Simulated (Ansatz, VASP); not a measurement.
Ir in VASP and in Ansatz

POSCAR

```
Ir
1.0
    0.0000000000      1.9228496764      1.9228496764
    1.9228496764      0.0000000000      1.9228496764
    1.9228496764      1.9228496764      0.0000000000
Ir
1
Direct
    0.0000000000      0.0000000000      0.0000000000
```

INCAR.step1

```
SYSTEM = Ir
PREC = Accurate
ENCUT = 550
ISMEAR = 0
SIGMA = 1.0
LREAL = .FALSE.
LASPH = .TRUE.
NELM = 120
NBANDS = 14
GGA = PE
ALGO = Normal
EDIFF = 1E-5
LWAVE = .TRUE.
LCHARG = .FALSE.
GGA_COMPAT = .FALSE.
```

INCAR.step2

```
SYSTEM = Ir
PREC = Accurate
ENCUT = 550
EDIFF = 1E-6
ISMEAR = 0
SIGMA = 1.0
LREAL = .FALSE.
LASPH = .TRUE.
NELM = 120
ALGO = Normal
ISIF = 2
LWAVE = .FALSE.
LCHARG = .TRUE.
METAGGA = R2SCAN
LMIXTAU = .TRUE.
LELF = .TRUE.
LVHAR = .TRUE.
NBANDS = 14
ISTART = 1
GGA_COMPAT = .FALSE.
```

KPOINTS

```
Automatic mesh
0
G
  14 14 14
  0 0 0
```

Input for Ansatz:

```yaml
crystal:
  lattice:
    - [0.0, 1.9228496764, 1.9228496764]
    - [1.9228496764, 0.0, 1.9228496764]
    - [1.9228496764, 1.9228496764, 0.0]
  atoms:
    - { symbol: Ir, position: [0.0, 0.0, 0.0] }
hamiltonian:
  xc: r2scan
  pseudopotentials:
    kind: paw
    azcp:
      Ir: "pseudopotentials/Ir.paw.azcp"
basis:
  ecutwfc: 500
  fft_grid_basis: typed
kpoints:
  mp_grid: { grid: [14, 14, 14], shift: [0, 0, 0] }
magnetization:
  spin_polarized: false
scf:
  occupations: { method: gaussian, width: 1.0 }
  lower_state_search: "off"
output:
  stress: true
  write_density: true
  write_potential: true
  elf: true
  volumetric_format: npy
```

Alike in both runs: task single point; functional r2SCAN; k mesh 14 × 14 × 14; occupations gaussian, width 1 eV; no spin polarisation.

```csv
,VASP,Ansatz
version,VASP 6.6.1,Ansatz 0.2.0
potentials or method,"VASP PAW PBE potentials, release 64 (Ir_sv_GW), cutoff 550 eV","plane waves (500 eV) with PAW, scalar-relativistic"
valence electrons in the cell,17,17
```

```tsv
	VASP	Ansatz	Ansatz less VASP
pressure (GPa)	2.1	4.2	+2.15
```

VASP's potentials were made for PBE, not for r2SCAN.

Spin-orbit coupling is off throughout.
